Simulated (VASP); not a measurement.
Input of a VASP 6.6.1 run:

The input INCAR:

```
ALGO = Normal
EDIFF = 1E-8
ENCUT = 520
GGA = PE
ISIF = 2
ISMEAR = -1
LASPH = True
LCHARG = False
LEFG = True
LREAL = False
LWAVE = False
NBANDS = 19
NELM = 80
PREC = Accurate
SIGMA = 0.05
```

The input KPOINTS:

```
k-points
0
Gamma
  14 14 7
```

POSCAR

```
Cd
1.0
    3.0086612332      0.0000000000      0.0000000000
   -1.5043306165      2.6055770593      0.0000000000
    0.0000000000      0.0000000000      5.6176500000
Cd
2
Direct
    0.3333333333      0.6666666667      0.2500000000
    0.6666666667      0.3333333333      0.7500000000
```

Potentials or basis: VASP PAW PBE potentials, release 64 (Cd).

Launch:

```sh
$ cat potpaw_PBE.64/Cd/POTCAR > POTCAR
$ mpirun -np 1 vasp_std > vasp.out
```

What does it give for the pressure?

2.0 GPa.

Predict the band gap on the k mesh.

zero (band 12 reaches 4.08 eV, above the bottom of band 13 at -0.08 eV).

Stress tensor (GPa, compression positive):
```
2.26 0.00 0.00
0.00 2.26 0.00
0.00 0.00 1.48
```

Caveat: the cell differs from its parent crystal (equal xx and yy strain of +1 %); without QUAD_EFG the Cq values of the log hold for a quadrupole moment of 1 mb, not for the nuclei.
